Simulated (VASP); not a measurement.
CuO:

```xyz
4
Lattice="2.3418 -1.7113 0.0000 2.3418 1.7113 0.0000 -0.8500 0.0000 5.0579" Properties=species:S:1:pos:R:3 pbc="T T T"
Cu    0.7459   -0.8557    2.5289
Cu    1.1709    0.8557    0.0000
O     1.7043    0.2793    3.7934
O     2.1293   -0.2793    1.2645
```

Base run:

```yaml
Program: VASP 6.6.1
Functional: PBEsol
Potentials_or_basis: VASP PAW PBE potentials, release 64 (Cu_sv_GW, O)
Cutoff: 820 eV
k_mesh: 10 × 10 × 5
Occupations: fermi-dirac, width 0.05 eV
Spin: no spin polarisation
Hubbard_terms: Cu d U = 3.0 eV
```

Its results: band gap on the k mesh zero (bands 25 and 26 overlap by 0.62 eV); pressure -3.4 GPa; largest force 0.300 eV/Å.

Question: After a change of settings the same cell gave: band gap on the k mesh zero (bands 25 and 26 overlap by 0.62 eV); pressure -4.0 GPa; largest force 0.262 eV/Å. Which change was it?
A. functional from PBEsol to SVWN5; hubbard terms from Cu d U = 3.0 eV to none
B. hubbard terms from Cu d U = 3.0 eV to Cu d U = 5.0 eV
C. functional from PBEsol to revPBE; hubbard terms from Cu d U = 3.0 eV to none

Answer: B.

Caveats: the cell stands under tension; the PAW data sets were made with another functional, which shifts forces and pressure a little; U without spin polarisation on a metal has little footing.
